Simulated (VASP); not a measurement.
# Ta2N (P-31m) in VASP: notebook

Ta2N is run at these levels: PBEsol; tasks: single point.

Program: VASP 6.6.1. These are calculated values, not measurements. Logs are shortened: lines on timing, memory, paths and dates and some standing lists are left out, and cuts for length are marked.

### Step 1. The cell of the first run

Symmetry: P-31m, No. 162, trigonal system. The conventional cell has a = 5.185 Å, b = 5.185 Å, c = 5.060 Å, α = 90.00°, β = 90.00°, γ = 120.00°. Within 2.8 Å of Ta (site symmetry m) lie 3 N at 2.13 to 2.15 Å. N (site symmetry 32) has 6 Ta at 2.15 Å within 2.8 Å. N (site symmetry -3m) has 6 Ta at 2.13 Å within 2.8 Å.

### Step 2. Single point, PBEsol (strain -0.015 along x and y, +0.030 along z)

Input file INCAR:

```
PREC = Accurate
ENCUT = 520
EDIFF = 1E-6
ISMEAR = 0
SIGMA = 0.15
LREAL = F
LASPH = T
NELM = 100
ALGO = Normal
ISIF = 2
LWAVE = F
LCHARG = F
GGA = PS
NBANDS = 50
```

Input file KPOINTS:

```
regular mesh
0
Gamma
  12 12 8
```

Input file POSCAR:

```
Ta2N
1.0
    5.1851361118      0.0000000000      0.0000000000
   -2.5925680559      4.4904595949      0.0000000000
    0.0000000000      0.0000000000      5.0599804887
Ta N
6 3
Direct
    0.6668041018      0.6668041018      0.7527922856
    0.0000000000      0.3331958982      0.7527922856
    0.3331958982      0.0000000000      0.7527922856
    0.3331958982      0.3331958982      0.2472077144
    0.0000000000      0.6668041018      0.2472077144
    0.6668041018      0.0000000000      0.2472077144
    0.6666666667      0.3333333333      0.5000000000
    0.3333333333      0.6666666667      0.5000000000
    0.0000000000      0.0000000000      0.0000000000
```

Potentials or basis: VASP PAW PBE potentials, release 64 (Ta_pv, N).

Command:

```sh
> cat potpaw_PBE.64/Ta_pv/POTCAR potpaw_PBE.64/N/POTCAR > POTCAR
> mpirun -np 1 vasp_std > vasp.out
```

OUTCAR:

```text
PREC = Accurate
   ENCUT = 520
   EDIFF = 1E-6
   ISMEAR = 0
   LREAL = F
   LASPH = T
   NELM = 100
   ISIF = 2
   GGA = PS

 ion  position               nearest neighbor table
   1  0.667  0.667  0.753-   9 2.13   8 2.15   7 2.15   3 2.99   2 2.99   3 2.99   2 2.99   2 2.99
                             3 2.99   5 3.04   6 3.04   4 3.04   5 3.09   6 3.09   4 3.09
   2  0.000  0.333  0.753-   9 2.13   7 2.15   8 2.15   3 2.99   1 2.99   3 2.99   1 2.99   1 2.99
                             3 2.99   4 3.04   6 3.04   5 3.04   4 3.09   6 3.09   5 3.09
   3  0.333  0.000  0.753-   9 2.13   8 2.15   7 2.15   2 2.99   1 2.99   2 2.99   1 2.99   2 2.99
                             1 2.99   5 3.04   4 3.04   6 3.04   4 3.09   5 3.09   6 3.09
   4  0.333  0.333  0.247-   9 2.13   7 2.15   8 2.15   6 2.99   5 2.99   6 2.99   5 2.99   5 2.99
                             6 2.99   2 3.04   3 3.04   1 3.04   2 3.09   3 3.09   1 3.09
   5  0.000  0.667  0.247-   9 2.13   8 2.15   7 2.15   6 2.99   4 2.99   6 2.99   4 2.99   4 2.99
                             6 2.99   1 3.04   3 3.04   2 3.04   1 3.09   3 3.09   2 3.09
   6  0.667  0.000  0.247-   9 2.13   7 2.15   8 2.15   5 2.99   4 2.99   5 2.99   4 2.99   4 2.99
                             5 2.99   2 3.04   1 3.04   3 3.04   1 3.09   2 3.09   3 3.09
   7  0.667  0.333  0.500-   2 2.15   6 2.15   5 2.15   3 2.15   4 2.15   1 2.15
   8  0.333  0.667  0.500-   5 2.15   3 2.15   2 2.15   6 2.15   1 2.15   4 2.15
   9  0.000  0.000  0.000-   3 2.13   6 2.13   1 2.13   4 2.13   5 2.13   2 2.13

  LATTYP: Found a hexagonal cell.
 ALAT       =     5.1851361118
 C/A-ratio  =     0.9758626157

  Lattice vectors:

 A1 = (   5.1851361118,   0.0000000000,   0.0000000000)
 A2 = (  -2.5925680559,   4.4904595949,   0.0000000000)
 A3 = (   0.0000000000,   0.0000000000,   5.0599804887)

Analysis of symmetry for initial positions (statically):
=====================================================================
 Subroutine PRICEL returns:
 Original cell was already a primitive cell.

 Routine SETGRP: Setting up the symmetry group for a
 hexagonal supercell.

 Subroutine GETGRP returns: Found 12 space group operations
 (whereof 12 operations were pure point group operations)
 out of a pool of 24 trial point group operations.

The static configuration has the point symmetry D_3d.

Analysis of symmetry for dynamics (positions and initial velocities):
=====================================================================
 Subroutine PRICEL returns:
 Original cell was already a primitive cell.

 Routine SETGRP: Setting up the symmetry group for a
 hexagonal supercell.

 Subroutine GETGRP returns: Found 12 space group operations
 (whereof 12 operations were pure point group operations)
 out of a pool of 24 trial point group operations.

The dynamic configuration has the point symmetry D_3d.

 Subroutine INISYM returns: Found 12 space group operations
 (whereof 12 operations are pure point group operations),
 and found     1 'primitive' translations

----------------------------------------------------------------------------------------

                                     Primitive cell

  volume of cell :     117.8148

  direct lattice vectors                    reciprocal lattice vectors
     5.185136112  0.000000000  0.000000000     0.192858968  0.111347177  0.000000000
    -2.592568056  4.490459595  0.000000000     0.000000000  0.222694354  0.000000000
     0.000000000  0.000000000  5.059980489     0.000000000  0.000000000  0.197629221

  length of vectors
     5.185136112  5.185136112  5.059980489     0.222694354  0.222694354  0.197629221

  position of ions in fractional coordinates (direct lattice)
     0.666804102  0.666804102  0.752792286
     0.000000000  0.333195898  0.752792286
     0.333195898  0.000000000  0.752792286
     0.333195898  0.333195898  0.247207714
     0.000000000  0.666804102  0.247207714
     0.666804102  0.000000000  0.247207714
     0.666666667  0.333333333  0.500000000
     0.333333333  0.666666667  0.500000000
     0.000000000  0.000000000  0.000000000

  ion indices of the primitive-cell ions
   primitive index   ion index
                 1           1
                 2           2
                 3           3
                 4           4
                 5           5
                 6           6
                 7           7
                 8           8
                 9           9

----------------------------------------------------------------------------------------

 KPOINTS: regular mesh

Automatic generation of k-mesh.
 Grid dimensions read from file:
 generate k-points for:   12   12    8

 Generating k-lattice:

  Cartesian coordinates                     Fractional coordinates (reciprocal lattice)
     0.016071581  0.009278931  0.000000000     0.083333333 -0.000000000  0.000000000
     0.000000000  0.018557863  0.000000000     0.000000000  0.083333333  0.000000000
     0.000000000  0.000000000  0.024703653     0.000000000  0.000000000  0.125000000

  Length of vectors
     0.018557863  0.018557863  0.024703653

  Shift w.r.t. Gamma in fractional coordinates (k-lattice)
     0.000000000  0.000000000  0.000000000

 Subroutine IBZKPT returns following result:
 ===========================================

 Found    131 irreducible k-points:

 Following reciprocal coordinates:
            Coordinates               Weight
  0.000000  0.000000  0.000000      1.000000
  0.083333  0.000000  0.000000      6.000000
  0.166667  0.000000  0.000000      6.000000
  0.250000  0.000000  0.000000      6.000000
  0.333333 -0.000000  0.000000      6.000000
  0.416667  0.000000  0.000000      6.000000
[... 16 lines left out ...]
  0.250000  0.000000  0.125000     12.000000
  0.333333 -0.000000  0.125000     12.000000
 [... further k-points ...]
   k-points           NKPTS =    131   k-points in BZ     NKDIM =    131   number of bands    NBANDS=     50
   number of dos      NEDOS =    301   number of ions     NIONS =      9
   total plane-waves  NPLWV =  64000
   dimension x,y,z NGX =    40 NGY =   40 NGZ =   40
   dimension x,y,z NGXF=    80 NGYF=   80 NGZF=   80
   ions per type =               6   3
   NGX,Y,Z   is equivalent  to a cutoff of  12.82, 12.82, 13.14 a.u.
   NGXF,Y,Z  is equivalent  to a cutoff of  25.65, 25.65, 26.28 a.u.
 SYSTEM =  unknown system
   PREC   = accura    normal or accurate (medium, high low for compatibility)
   ISTART =      0    job   : 0-new  1-cont  2-samecut
   ICHARG =      2    charge: 1-file 2-atom 10-const
   ISPIN  =      1    spin polarized calculation?
   LNONCOLLINEAR =      F non collinear calculations
   LSORBIT =      F    spin-orbit coupling
   LASPH  =      T    aspherical Exc in radial PAW
   ENCUT  =  520.0 eV  38.22 Ry    6.18 a.u.   9.64  9.64  9.41*2*pi/ulx,y,z
   NELM   =    100;   NELMIN=  2; NELMDL= -5     # of ELM steps
   EDIFF  = 0.1E-05   stopping-criterion for ELM
   LREAL  =      F    real-space projection
   EDIFFG = 0.1E-04   stopping-criterion for IOM
   NSW    =      0    number of steps for IOM
   IBRION =     -1    ionic relax: 0-MD 1-quasi-New 2-CG
   NFREE  =      0    steps in history (QN), initial steepest desc. (CG)
   ISIF   =      2    stress and relaxation
   ISYM   =      2    0-nonsym 1-usesym 2-fastsym
   POTIM  = 0.5000    time-step for ionic-motion
   TEBEG  =    0.0;   TEEND  =   0.0 temperature during run
   PSTRESS=    0.0 pullay stress
   NELECT =      81.0000    total number of electrons
   NUPDOWN=      -1.0000    fix difference up-down
   EMIN   =  10.00;   EMAX   =-10.00  energy-range for DOS
   EFERMI =   0.00;   METHOD = LEGACY
   ISMEAR =     0;   SIGMA  =   0.15  broadening in eV -4-tet -1-fermi 0-gaus
   EFERMI_NEDOS =   21; number of points for ismear=-14 and -15
   IALGO  =     38    algorithm
   IMIX   =      4    mixing-type and parameters
     AMIX     =   0.40;   BMIX     =  1.00
     AMIX_MAG =   1.60;   BMIX_MAG =  1.00
  volume/ion in A,a.u.               =      13.09        88.34
  Fermi-wavevector in a.u.,A,eV,Ry     =   1.444896  2.730457 28.405213  2.087724
  Thomas-Fermi vector in A             =   2.563139
   LORBIT       =      0    0 simple, 1 ext, 2 COOP (PROOUT), +10 PAW based schemes
   GGA     = PS    functional components
   LHFCALC =     F    Hartree Fock is set to
   AEXX    =    0.0000 exact exchange contribution
   IVDW    =     0    specifies the selected vdW correction
   LEPSILON=     F    determine dielectric tensor
   LRPA    =     F    only Hartree local field effects (RPA)
 non-spin polarized calculation
 Gauss-broadening in eV      SIGMA  =   0.15
  energy-cutoff  :      520.00
  volume of cell :      117.81
 maximum number of plane-waves:      3211
 NGX is ok and might be reduce to    40
   NGX = 19   NGY = 19   NGZ = 19

 number of electron      81.0000003 magnetization

 Free energy of the ion-electron system (eV)
  ---------------------------------------------------
  ext. energy  EPLUGINS =         0.00000000
  ---------------------------------------------------
  free energy    TOTEN  =      -110.42349661 eV

  energy without entropy =     -110.38785082  energy(sigma->0) =     -110.40567372

 E-fermi :   7.4658     XC(G=0): -13.1791

 val. band max:        7.4613964726   @ k =   0.5000   0.0000   0.1250
 cond. band min:       7.4728761407   @ k =   0.3333   0.1667   0.2500
 fundamental gap:      0.0114796682
 Fermi energy:         7.4658479507

 k-point     1 :       0.0000    0.0000    0.0000
  band No.  band energies     occupation
      1     -28.1850      2.00000
      2     -27.7934      2.00000
      3     -27.6316      2.00000
      4     -27.6316      2.00000
      5     -27.6175      2.00000
      6     -27.6175      2.00000
[... 42 lines left out ...]
     49      10.8256      0.00000
     50      10.9103      0.00000

 k-point     2 :       0.0833    0.0000    0.0000
  band No.  band energies     occupation
      1     -28.1787      2.00000
      2     -27.8092      2.00000
      3     -27.6649      2.00000
      4     -27.6551      2.00000
      5     -27.6358      2.00000
      6     -27.5891      2.00000
[... 42 lines left out ...]
     49      10.6562      0.00000
     50      10.7603      0.00000

 k-point     3 :       0.1667    0.0000    0.0000
  band No.  band energies     occupation
      1     -28.1600      2.00000
      2     -27.8397      2.00000
      3     -27.7029      2.00000
      4     -27.6783      2.00000
      5     -27.6757      2.00000
      6     -27.5482      2.00000
[... 42 lines left out ...]
     49      10.3134      0.00000
     50      10.5729      0.00000

 k-point     4 :       0.2500    0.0000    0.0000
  band No.  band energies     occupation
      1     -28.1310      2.00000
      2     -27.8663      2.00000
      3     -27.7235      2.00000
      4     -27.7156      2.00000
      5     -27.6771      2.00000
      6     -27.5467      2.00000
[... 999 lines left out ...]
 k-point    23 :       0.2500    0.0000    0.1250
  band No.  band energies     occupation
      1     -28.1124      2.00000
      2     -27.8847      2.00000
      3     -27.7641      2.00000
      4     -27.7265      2.00000
      5     -27.6420      2.00000
      6     -27.5333      2.00000
[... 42 lines left out ...]
     49      10.3735      0.00000
     50      10.8902      0.00000

 k-point    24 :       0.3333   -0.0000    0.1250
  band No.  band energies     occupation
      1     -28.0896      2.00000
      2     -27.8911      2.00000
      3     -27.7867      2.00000
      4     -27.7190      2.00000
      5     -27.6290      2.00000
      6     -27.5743      2.00000
[... 42 lines left out ...]
     49      10.4667      0.00000
     50      11.1281      0.00000

 [... further k-points ...]

------------------------ aborting loop because EDIFF is reached ----------------------------------------

  FORCE on cell =-STRESS in cart. coord.  units (eV):
  Direction    XX          YY          ZZ          XY          YZ          ZX
  --------------------------------------------------------------------------------------
  -------------------------------------------------------------------------------------
  Total        3.4305049      3.4305049     -5.2293419      0.0000000      0.0000000     -0.0000000
  in kB       46.6518452     46.6518452    -71.1144440      0.0000000      0.0000000     -0.0000000
  external PRESSURE =       7.3964154 kB  Pullay stress =       0.0000000 kB

 VOLUME and BASIS-vectors are now :
 -----------------------------------------------------------------------------
  energy-cutoff  :      520.00
  volume of cell :      117.81
      direct lattice vectors                 reciprocal lattice vectors
     5.185136112  0.000000000  0.000000000     0.192858968  0.111347177  0.000000000
    -2.592568056  4.490459595  0.000000000     0.000000000  0.222694354  0.000000000
     0.000000000  0.000000000  5.059980489     0.000000000  0.000000000  0.197629221

 POSITION                                       TOTAL-FORCE (eV/Angst)
 -----------------------------------------------------------------------------------
      1.72874      2.99426      3.80911        -0.040768     -0.070613      0.043054
     -0.86383      1.49620      3.80911        -0.040768      0.070613      0.043054
      1.72767      0.00000      3.80911         0.081537     -0.000000      0.043054
      0.86383      1.49620      1.25087         0.040768      0.070613     -0.043054
     -1.72874      2.99426      1.25087         0.040768     -0.070613     -0.043054
      3.45747      0.00000      1.25087        -0.081537     -0.000000     -0.043054
      2.59257      1.49682      2.52999         0.000000     -0.000000      0.000000
     -0.00000      2.99364      2.52999         0.000000     -0.000000      0.000000
      0.00000      0.00000      0.00000         0.000000     -0.000000      0.000000
 -----------------------------------------------------------------------------------
    total drift:                               -0.000000      0.000000     -0.000000

  FREE ENERGIE OF THE ION-ELECTRON SYSTEM (eV)
  ---------------------------------------------------
  free  energy   TOTEN  =      -110.4234966141 eV

  energy  without entropy=     -110.3878508166  energy(sigma->0) =     -110.40567372
```

It took 20 min on 1 thread of Intel Xeon 8259CL, shared host; peak memory 0.64 GiB.

What came out:

| Quantity | Value |
| --- | --- |
| Free energy | -110.4235 eV |
| Pressure | 0.7 GPa |
| Largest force | 0.092 eV/Å |
| Band gap on the k mesh | zero (an odd number of electrons rules out a gap without spin polarisation) |

Forces on the atoms (eV/Å):
```
Ta  -0.041 -0.071  0.043
Ta  -0.041  0.071  0.043
Ta   0.082  0.000  0.043
Ta   0.041  0.071 -0.043
Ta   0.041 -0.071 -0.043
Ta  -0.082  0.000 -0.043
N    0.000  0.000  0.000
N    0.000  0.000  0.000
N    0.000  0.000  0.000
```

Stress tensor (GPa, compression positive):
```
 4.67  0.00  0.00
 0.00  4.67  0.00
 0.00  0.00 -7.11
```

Levels at points of the mesh, in eV from the Fermi level:
| k point | band 39 | band 40 | band 41 | band 42 | band 43 | band 44 |
| --- | --- | --- | --- | --- | --- | --- |
| (0.00, 0.00, 0.00) | -0.62 | -0.41 | -0.41 | -0.10 | -0.10 | 1.08 |
| (0.50, 0.00, 0.00) | -1.41 | 0.26 | 0.60 | 0.66 | 0.70 | 2.08 |
| (0.00, 0.00, 0.50) | -1.25 | -1.25 | -1.20 | 0.71 | 0.71 | 0.73 |
| (0.50, 0.00, 0.50) | -1.25 | -0.86 | 0.11 | 0.16 | 0.30 | 0.77 |

Caveat: the cell differs from its parent crystal (strain -0.015 along x and y, +0.030 along z); the stress differs along the axes, from -7 to 5 GPa; the PAW data sets were made with another functional, which shifts forces and pressure a little; spin-orbit coupling is left out, which moves the levels of the heavy elements.

(Continued in part 2 of 2.)
